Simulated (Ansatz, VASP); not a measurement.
One calculation of AlRu, two programs

```
CELL_PARAMETERS angstrom
2.93177 0.00000 0.00000
0.00000 2.99160 0.00000
0.00000 0.00000 2.99160
ATOMIC_POSITIONS crystal
Al 0.00000 0.00000 0.00000
Ru 0.50000 0.50000 0.50000
```

Change from the starting cell: strain -0.0200 x Voigt [1, 0, 0, 0, 0, 0], atoms carried along.

Alike in both runs: task single point; functional PBEsol; k mesh 16 × 16 × 16; occupations gaussian, width 0.15 eV; no spin polarisation.

|  | VASP | Ansatz |
| --- | --- | --- |
| version | VASP 6.6.1 | Ansatz 0.2.0 |
| potentials or method | VASP PAW PBE potentials, release 64 (Al, Ru_pv), cutoff 520 eV | scalar-relativistic, plane waves, PAW |
| valence electrons in the cell | 17 | 19 |

VASP gave:

| Property | Result |
| --- | --- |
| gap on the k mesh at the Fermi level (eV) | none |
| pressure (GPa) | 1.2 |
| traceless stress, the component that is largest in VASP (GPa) | 2.47 |

Which values does Ansatz return?

gap on the k mesh at the Fermi level (eV): none; pressure (GPa): 1.1; traceless stress, the component that is largest in VASP (GPa): 2.46.

VASP's potentials were made for PBE, not for PBEsol. A gap of «none» marks a metal or a gap that the smearing closes. VASP's potentials hold 17 valence electrons a cell and Ansatz's 19, so a difference there can come from the potentials and not from the codes.
